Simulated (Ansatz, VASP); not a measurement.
## GaN: VASP beside Ansatz

```
CELL_PARAMETERS angstrom
0.00000 2.16336 2.16336
2.16336 0.00000 2.16336
2.16336 2.16336 0.00000
ATOMIC_POSITIONS crystal
Ga 0.00000 0.00000 0.00000
N 0.75000 0.75000 0.75000
```

Change from the starting cell: strain -0.040 along x and y, -0.040 along z, atoms carried along.

Alike in both runs: task single point; functional r2SCAN; k mesh 10 × 10 × 10; occupations gaussian, width 0.05 eV; no spin polarisation.

```csv
,VASP,Ansatz
version,VASP 6.6.1,Ansatz 0.2.0
potentials or method,"VASP PAW PBE potentials, release 64 (Ga_d, N), cutoff 520 eV","scalar-relativistic, plane waves, PAW"
valence electrons in the cell,18,18
```

|  | VASP | Ansatz | Ansatz less VASP |
| --- | --- | --- | --- |
| gap on the k mesh at the Fermi level (eV) | 2.93 | 2.95 | +0.016 |
| least direct gap on the mesh (eV) | 2.93 | 2.95 | +0.016 |
| pressure (GPa) | 30.9 | 29.3 | -1.51 |

VASP's potentials were made for PBE, not for r2SCAN. Both programs put the cell under a high pressure, so it lies far from rest at this level. With one functional, cell and mesh, what is left measures potentials, basis and numerics.
